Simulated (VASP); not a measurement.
# BN (F-43m) in VASP: settings compared

BN is run at these levels: r2SCAN, HSE06, PBE-based screened hybrid with 40 % exact exchange, PBE-based global hybrid with 15 % exact exchange, PBE-based screened hybrid with 5 % exact exchange; tasks: single point.

Program: VASP 6.6.1. These are calculated values, not measurements. Logs are shortened: lines on timing, memory, paths and dates and some standing lists are left out, and cuts for length are marked.

**1. The cell of the first run**

It takes space group F-43m (No. 216, cubic). The conventional cell has a = 3.610 Å, b = 3.610 Å, c = 3.610 Å, α = 90.00°, β = 90.00°, γ = 90.00°. B (site symmetry -43m) has 4 N at 1.56 Å within 2.1 Å. Within 2.1 Å of N (site symmetry -43m) lie 4 B at 1.56 Å.

**2. Single point, r2SCAN**

POSCAR reads:

```
BN
1.0
    0.0000000000      1.8048245542      1.8048245542
    1.8048245542      0.0000000000      1.8048245542
    1.8048245542      1.8048245542      0.0000000000
B N
1 1
Direct
    0.0000000000      0.0000000000      0.0000000000
    0.2500000000      0.2500000000      0.2500000000
```

INCAR.step1 reads:

```
SYSTEM = BN
ALGO = Normal ; EDIFF = 1E-4
ENCUT = 520 ; GGA = PE
ISMEAR = 0 ; LASPH = .TRUE.
LCHARG = .FALSE. ; LREAL = .FALSE.
LWAVE = .TRUE. ; NBANDS = 11
NELM = 100 ; PREC = Accurate
SIGMA = 0.01
```

INCAR.step2 reads:

```
SYSTEM = BN
ALGO = Normal ; EDIFF = 1E-6
ENCUT = 520 ; ISIF = 2
ISMEAR = 0 ; ISTART = 1
LASPH = .TRUE. ; LCHARG = .TRUE.
LELF = .TRUE. ; LMIXTAU = .TRUE.
LREAL = .FALSE. ; LVHAR = .TRUE.
LWAVE = .FALSE. ; METAGGA = R2SCAN
NBANDS = 11 ; NELM = 100
PREC = Accurate ; SIGMA = 0.01
```

KPOINTS reads:

```
k-points
0
G
  8 8 8
  0 0 0
```

Potentials or basis: VASP PAW PBE potentials, release 64 (B, N).

On the command line:

```
$ cat potpaw_PBE.64/B/POTCAR potpaw_PBE.64/N/POTCAR > POTCAR
$ cp INCAR.step1 INCAR
$ mpirun -np 1 vasp_std > vasp.out
$ cp INCAR.step2 INCAR
$ mpirun -np 1 vasp_std > vasp.out
```

OUTCAR:

```text
SYSTEM = BN
   EDIFF = 1E-6
   ENCUT = 520
   ISIF = 2
   ISMEAR = 0
   ISTART = 1
   LASPH = .TRUE.
   LREAL = .FALSE.
   METAGGA = R2SCAN
   NELM = 100
   PREC = Accurate

 ion  position               nearest neighbor table
   1  0.000  0.000  0.000-   2 1.56   2 1.56   2 1.56   2 1.56
   2  0.250  0.250  0.250-   1 1.56   1 1.56   1 1.56   1 1.56

  LATTYP: Found a face centered cubic cell.
 ALAT       =     3.6096491084

  Lattice vectors:

 A1 = (   0.0000000000,   1.8048245542,   1.8048245542)
 A2 = (   1.8048245542,   0.0000000000,   1.8048245542)
 A3 = (   1.8048245542,   1.8048245542,   0.0000000000)

Analysis of symmetry for initial positions (statically):
=====================================================================
 Subroutine PRICEL returns:
 Original cell was already a primitive cell.

 Routine SETGRP: Setting up the symmetry group for a
 face centered cubic supercell.

 Subroutine GETGRP returns: Found 24 space group operations
 (whereof 24 operations were pure point group operations)
 out of a pool of 48 trial point group operations.

The static configuration has the point symmetry T_d .

Analysis of symmetry for dynamics (positions and initial velocities):
=====================================================================
 Subroutine PRICEL returns:
 Original cell was already a primitive cell.

 Routine SETGRP: Setting up the symmetry group for a
 face centered cubic supercell.

 Subroutine GETGRP returns: Found 24 space group operations
 (whereof 24 operations were pure point group operations)
 out of a pool of 48 trial point group operations.

The dynamic configuration has the point symmetry T_d .

 Subroutine INISYM returns: Found 24 space group operations
 (whereof 24 operations are pure point group operations),
 and found     1 'primitive' translations

----------------------------------------------------------------------------------------

                                     Primitive cell

  volume of cell :      11.7580

  direct lattice vectors                    reciprocal lattice vectors
     0.000000000  1.804824554  1.804824554    -0.277035238  0.277035238  0.277035238
     1.804824554  0.000000000  1.804824554     0.277035238 -0.277035238  0.277035238
     1.804824554  1.804824554  0.000000000     0.277035238  0.277035238 -0.277035238

  length of vectors
     2.552407362  2.552407362  2.552407362     0.479839108  0.479839108  0.479839108

  position of ions in fractional coordinates (direct lattice)
     0.000000000  0.000000000  0.000000000
[... 87 lines left out ...]
   TEBEG  =    0.0;   TEEND  =   0.0 temperature during run
   PSTRESS=    0.0 pullay stress
   NELECT =       8.0000    total number of electrons
   NUPDOWN=      -1.0000    fix difference up-down
   EMIN   =  10.00;   EMAX   =-10.00  energy-range for DOS
   EFERMI =   0.00;   METHOD = LEGACY
   ISMEAR =     0;   SIGMA  =   0.01  broadening in eV -4-tet -1-fermi 0-gaus
   EFERMI_NEDOS =   21; number of points for ismear=-14 and -15
   IALGO  =     38    algorithm
   IMIX   =      4    mixing-type and parameters
     AMIX     =   0.40;   BMIX     =  1.00
     AMIX_MAG =   1.60;   BMIX_MAG =  1.00
  volume/ion in A,a.u.               =       5.88        39.67
  Fermi-wavevector in a.u.,A,eV,Ry     =   1.439881  2.720980 28.208365  2.073256
  Thomas-Fermi vector in A             =   2.558687
   LORBIT       =      0    0 simple, 1 ext, 2 COOP (PROOUT), +10 PAW based schemes
   METAGGA = R2SCAN    functional components
   LHFCALC =     F    Hartree Fock is set to
   AEXX    =    0.0000 exact exchange contribution
   IVDW    =     0    specifies the selected vdW correction
   LEPSILON=     F    determine dielectric tensor
   LRPA    =     F    only Hartree local field effects (RPA)
 non-spin polarized calculation
 Gauss-broadening in eV      SIGMA  =   0.01
  energy-cutoff  :      520.00
  volume of cell :       11.76
 maximum number of plane-waves:       332
   NGX =  9   NGY =  9   NGZ =  9

 number of electron       7.9999999 magnetization

 Free energy of the ion-electron system (eV)
  ---------------------------------------------------
  ext. energy  EPLUGINS =         0.00000000
  ---------------------------------------------------
  free energy    TOTEN  =       -19.17124349 eV

  energy without entropy =      -19.17124349  energy(sigma->0) =      -19.17124349

 E-fermi :   7.3470     XC(G=0): -13.6698

 val. band max:        7.2974399923   @ k =   0.0000   0.0000   0.0000
 cond. band min:      12.2789090380   @ k =   0.5000   0.5000   0.0000
 fundamental gap:      4.9814690457
 Fermi energy:         7.3469682877

 k-point     1 :       0.0000    0.0000    0.0000
  band No.  band energies     occupation
      1     -14.0455      2.00000
      2       7.2974      2.00000
      3       7.2974      2.00000
      4       7.2974      2.00000
      5      16.8454      0.00000
      6      16.8454      0.00000
      7      16.8454      0.00000
      8      18.4361      0.00000
      9      33.5174      0.00000
     10      36.0956      0.00000
     11      36.0956      0.00000
[... 309 lines left out ...]
 k-point    24 :      -0.3750    0.2500    0.1250
  band No.  band energies     occupation
      1      -9.0027      2.00000
      2      -2.7953      2.00000
      3       2.2411      2.00000
      4       3.7082      2.00000
      5      17.6339      0.00000
      6      19.2840      0.00000
      7      22.7032      0.00000
      8      24.2536      0.00000
      9      27.9899      0.00000
     10      34.6656      0.00000
     11      36.3296      0.00000

 [... further k-points ...]

------------------------ aborting loop because EDIFF is reached ----------------------------------------

  FORCE on cell =-STRESS in cart. coord.  units (eV):
  Direction    XX          YY          ZZ          XY          YZ          ZX
  --------------------------------------------------------------------------------------
  -------------------------------------------------------------------------------------
  Total        0.0838640      0.0838640      0.0838640      0.0000000      0.0000000      0.0000000
  in kB       11.4275054     11.4275054     11.4275054      0.0000000      0.0000000      0.0000000
  external PRESSURE =      11.4275054 kB  Pullay stress =       0.0000000 kB

 VOLUME and BASIS-vectors are now :
 -----------------------------------------------------------------------------
  energy-cutoff  :      520.00
  volume of cell :       11.76
      direct lattice vectors                 reciprocal lattice vectors
     0.000000000  1.804824554  1.804824554    -0.277035238  0.277035238  0.277035238
     1.804824554  0.000000000  1.804824554     0.277035238 -0.277035238  0.277035238
     1.804824554  1.804824554  0.000000000     0.277035238  0.277035238 -0.277035238

 POSITION                                       TOTAL-FORCE (eV/Angst)
 -----------------------------------------------------------------------------------
      0.00000      0.00000      0.00000        -0.000000     -0.000000     -0.000000
      0.90241      0.90241      0.90241         0.000000      0.000000      0.000000
 -----------------------------------------------------------------------------------
    total drift:                                0.000000      0.000000      0.000000

  FREE ENERGIE OF THE ION-ELECTRON SYSTEM (eV)
  ---------------------------------------------------
  free  energy   TOTEN  =       -19.1712434881 eV

  energy  without entropy=      -19.1712434881  energy(sigma->0) =      -19.17124349
```

OSZICAR.step1:

```text
N       E                     dE             d eps       ncg     rms          rms(c)
DAV:   1     0.106633062258E+02    0.10663E+02   -0.48371E+03   662   0.716E+02
DAV:   2    -0.179065957668E+02   -0.28570E+02   -0.27475E+02   793   0.165E+02
DAV:   3    -0.184196815000E+02   -0.51309E+00   -0.51251E+00   764   0.187E+01
DAV:   4    -0.184202464287E+02   -0.56493E-03   -0.56492E-03   686   0.718E-01
DAV:   5    -0.184202469412E+02   -0.51250E-06   -0.51246E-06   678   0.212E-02    0.673E+00
DAV:   6    -0.175356957521E+02    0.88455E+00   -0.29296E+00   671   0.990E+00    0.329E+00
DAV:   7    -0.174622204026E+02    0.73475E-01   -0.10575E-01   707   0.268E+00    0.193E+00
DAV:   8    -0.174477662409E+02    0.14454E-01   -0.35770E-02   716   0.138E+00    0.195E-01
DAV:   9    -0.174479485692E+02   -0.18233E-03   -0.95729E-04   668   0.258E-01    0.837E-02
DAV:  10    -0.174480345947E+02   -0.86025E-04   -0.12075E-04   700   0.937E-02
   1 F= -.17448035E+02 E0= -.17448035E+02  d E =-.764103E-34
```

It took 23 s on 1 thread of AMD EPYC 7R13, shared host; peak memory 0.09 GiB.

Results:

| Property | Result |
| --- | --- |
| Free energy | -19.1712 eV |
| Pressure | 1.1 GPa |
| Band gap on the k mesh | 4.98 eV (least direct gap 9.55 eV) |

Levels at points of the mesh, in eV from the valence-band top:
| k point | band 1 | band 2 | band 3 | band 4 | band 5 | band 6 | band 7 | band 8 |
| --- | --- | --- | --- | --- | --- | --- | --- | --- |
| (0.00, 0.00, 0.00) | -21.34 | 0.00 | 0.00 | 0.00 | 9.55 | 9.55 | 9.55 | 11.14 |
| (0.50, 0.00, 0.00) | -17.03 | -11.13 | -2.02 | -2.02 | 10.85 | 11.49 | 11.49 | 16.45 |
| (0.50, 0.50, 0.00) | -15.60 | -9.35 | -5.12 | -5.12 | 4.98 | 9.84 | 19.33 | 19.33 |

Caveat: the PAW data sets were made with another functional, which shifts forces and pressure a little. r2SCAN opens gaps a little over a GGA but as a rule still falls short of measured ones.

**3. Single point, HSE06**

POSCAR is that of step 2.

INCAR.step1 reads:

```
SYSTEM = BN
  PREC = Accurate
  ENCUT = 520
  EDIFF = 1E-5
  ISMEAR = 0
  SIGMA = 0.01
  LREAL = .FALSE.
  LASPH = .TRUE.
  NELM = 100
  ALGO = Normal
  ISIF = 2
  LWAVE = .TRUE.
  GGA = PE
  NBANDS = 11
```

INCAR.step2 reads:

```
SYSTEM = BN
  PREC = Accurate
  ENCUT = 520
  EDIFF = 1E-7
  ISMEAR = 0
  SIGMA = 0.01
  LREAL = .FALSE.
  LASPH = .TRUE.
  NELM = 100
  ALGO = Normal
  ISIF = 2
  LWAVE = .FALSE.
  LCHARG = .TRUE.
  GGA = PE
  LHFCALC = .TRUE.
  HFSCREEN = 0.2079
  PRECFOCK = Normal
  LELF = .TRUE.
  LVHAR = .TRUE.
  ISTART = 1
  NBANDS = 11
```

KPOINTS reads:

```
regular mesh
0
G
  6 6 6
  0 0 0
```

Potentials or basis: VASP PAW PBE potentials, release 64 (B, N).

On the command line:

```
$ cat potpaw_PBE.64/B/POTCAR potpaw_PBE.64/N/POTCAR > POTCAR
$ cp INCAR.step1 INCAR
$ mpirun -np 1 vasp_std > vasp.out
$ cp INCAR.step2 INCAR
$ mpirun -np 1 vasp_std > vasp.out
```

Wall time 4.5 min (1 thread of AMD EPYC 7R13, shared host); peak memory 0.19 GiB.

Results (log left out):

```
Free energy            : -20.3242 eV
Pressure               : -3.9 GPa
Band gap on the k mesh : 5.78 eV (least direct gap 10.58 eV)
```

Levels at points of the mesh, in eV from the valence-band top:
```csv
k point,band 2,band 3,band 4,band 5,band 6,band 7
"(0.00, 0.00, 0.00)",0.00,0.00,0.00,10.58,10.58,10.58
"(0.50, 0.00, 0.00)",-11.67,-2.11,-2.11,11.90,12.54,12.54
"(0.50, 0.50, 0.00)",-9.80,-5.34,-5.34,5.78,10.76,20.53
```

Caveat: the k points lie up to 0.50 Å⁻¹ apart; the PAW data sets were made with another functional, which shifts forces and pressure a little.

(Part 1 of 2 ends here.)
